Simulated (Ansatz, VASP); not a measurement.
**ScPb in VASP and in Ansatz**

```
Sc Pb
1.0
     3.69736    0.00000    0.00000
    -1.84868    3.20201    0.00000
     0.00000    0.00000    6.26995
Sc Pb
1 1
Direct
  0.00000 0.00000 0.50000
  0.66667 0.33333 0.00000
```

Alike in both runs: task relaxation of cell and atoms; functional PBE; k mesh 6 × 6 × 4; occupations gaussian, width 0.1 eV; no spin polarisation.

|  | VASP | Ansatz |
| --- | --- | --- |
| version | VASP 6.6.1 | Ansatz 0.2.0 |
| potentials or method | VASP PAW PBE potentials, release 64 (Sc_sv, Pb_d), cutoff 600 eV | scalar-relativistic, plane waves, PAW |
| valence electrons in the cell | 25 | 25 |

Ansatz gave:

- gap on the k mesh at the Fermi level, each at its own relaxed structure (eV): none
- relaxed volume (Å³/atom): 25.68
- relaxed cell length with the largest relative difference (Å): 4.721

Task: What did VASP give for the same quantities?

Result: gap on the k mesh at the Fermi level, each at its own relaxed structure (eV): none; relaxed volume (Å³/atom): 25.75; relaxed cell length with the largest relative difference (Å): 4.738.

A gap of «none» marks a metal or a gap that the smearing closes.

Spin-orbit coupling is off throughout. Noted on VASP's run: the volume moved by over 15 % at a fixed basis, so the end points are rough.
